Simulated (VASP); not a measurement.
# Re: single point with PBE

The system is Re.

```
Re
1.0
     2.34376    0.00000    0.00000
    -1.17188    2.02975    0.00000
     0.00000    0.00000    3.77857
Re
2
Direct
  0.33333 0.66667 0.25000
  0.66667 0.33333 0.75000
```

```json
{
  "Program": "VASP 6.6.1",
  "Task": "single point",
  "Functional": "PBE",
  "Potentials or basis": "VASP PAW PBE potentials, release 64 (Re)",
  "Cutoff": "520 eV",
  "k mesh": "19 × 19 × 10",
  "Occupations": "fermi-dirac, width 0.08 eV",
  "Spin": "no spin polarisation",
  "Dipole correction": "no",
  "Further INCAR settings": "ALGO = Normal; EDIFF = 1e-06; NBANDS = 14"
}
```

* Pressure: 553.0 GPa
* Band gap on the k mesh: zero (band 7 reaches 19.51 eV, above the bottom of band 8 at 11.95 eV)

Stress tensor (GPa, compression positive):
```
553.77   0.00   0.00
  0.00 553.77   0.00
  0.00   0.00 551.46
```

Levels at points of the mesh, in eV from the Fermi level:
```
           k point  band 5  band 6  band 7  band 8  band 9  band 10
(0.00, 0.00, 0.00)   -3.84   -2.19   -2.19   -0.43   -0.43     3.34
(0.00, 0.00, 0.50)   -4.21   -4.21   -3.68   -3.68    4.54     4.54
```

Run time: 36 s on 1 thread of Intel(R) Xeon(R) Platinum 8559C (Emerald Rapids) (shared host), peak memory 0.17 GiB.

Caveat: spin-orbit coupling is left out, which moves the levels of the heavy elements.
